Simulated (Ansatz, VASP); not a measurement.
**Al4Si in VASP and in Ansatz**

```xyz
5
Lattice="2.8165 0.0000 0.0000 0.0000 3.9832 0.0000 0.0000 0.0000 21.6331" Properties=species:S:1:pos:R:3 pbc="T T T"
Si    0.0000    0.0000    8.0778
Al    1.4083    1.9916    9.4083
Al    0.0000    0.0000   10.8165
Al    1.4083    1.9916   12.2248
Al    0.0000    0.0000   13.5553
```

Alike in both runs: task single point; functional LDA; k mesh 14 × 10 × 1; occupations fermi-dirac, width 0.08 eV; no spin polarisation.

|  | VASP | Ansatz |
| --- | --- | --- |
| version | VASP 6.6.1 | Ansatz 0.2.0 |
| potentials or method | VASP PAW LDA potentials, release 64 (Si, Al) | PAW with Ansatz's default frozen-core files, scalar-relativistic |
| plane-wave cutoff (eV) | 520 | 420 |
| valence electrons in the cell | 16 | 16 |

|  | VASP | Ansatz | Ansatz less VASP |
| --- | --- | --- | --- |
| rms of the force components (eV/Å) | 0.258 | 0.258 | -0.0002 |

LDA's correlation is that of Perdew and Zunger in VASP and of Perdew and Wang (1992) in Ansatz. Atom by atom the forces differ by 0.002 eV/Å (rms over components).
